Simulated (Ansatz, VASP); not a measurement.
## CdSe in VASP and in Ansatz

Contents of INCAR:

```
SYSTEM = CdSe
PREC = Accurate
ENCUT = 520
EDIFF = 1E-6
ISMEAR = 0
SIGMA = 0.05
LREAL = .False.
LASPH = .True.
NELM = 100
ALGO = Normal
ISIF = 2
LWAVE = .False.
LCHARG = .False.
GGA = PE
NBANDS = 16
```

KPOINTS

```
regular mesh
0
Gamma
  10 10 10
  0 0 0
```

The input POSCAR:

```
CdSe
1.0
    0.0000000000      3.0702711986      3.0702711986
    3.0702711986      0.0000000000      3.0702711986
    3.0702711986      3.0702711986      0.0000000000
Cd Se
1 1
Direct
    0.0000000000      0.0000000000      0.0000000000
    0.7711551036      0.7429482988      0.7429482988
```

Input for Ansatz:

```yaml
crystal:
  lattice:
    - [0.0, 3.0702711986, 3.0702711986]
    - [3.0702711986, 0.0, 3.0702711986]
    - [3.0702711986, 3.0702711986, 0.0]
  atoms:
    - { symbol: Cd, position: [0.0, 0.0, 0.0] }
    - { symbol: Se, position: [0.7711551036, 0.7429482988, 0.7429482988] }
basis:
  ecutwfc: 420
kpoints:
  mp_grid: { grid: [10, 10, 10] }
hamiltonian:
  xc: pbe
scf:
  occupations: { method: gaussian, width: 0.05 }
output:
  forces: true
  stress: true
  eigenvalues: true
```

Change from the starting cell: all Se atoms moved -0.075 Å, as atom 2 towards its neighbour atom 1 (Cd) at 2.659 Å.

Alike in both runs: task single point; functional PBE; k mesh 10 × 10 × 10; occupations gaussian, width 0.05 eV; no spin polarisation.

|  | VASP | Ansatz |
| --- | --- | --- |
| version | VASP 6.6.1 | Ansatz 0.2.0 |
| potentials or method | VASP PAW PBE potentials, release 64 (Cd, Se), cutoff 520 eV | scalar-relativistic, plane waves, PAW |
| valence electrons in the cell | 18 | 36 |

```tsv
	VASP	Ansatz	Ansatz less VASP
gap on the k mesh at the Fermi level (eV)	0.52	0.52	+0.001
least direct gap on the mesh (eV)	0.52	0.52	+0.001
pressure (GPa)	1.7	1.4	-0.29
traceless stress, the component that is largest in VASP (GPa)	0.65	0.62	-0.029
rms of the force components (eV/Å)	0.171	0.166	-0.0049
```

Atom by atom the forces differ by 0.005 eV/Å (rms over components). With one functional, cell and mesh, what is left measures potentials, basis and numerics. VASP's potentials hold 18 valence electrons a cell and Ansatz's 36, so a difference there can come from the potentials and not from the codes.
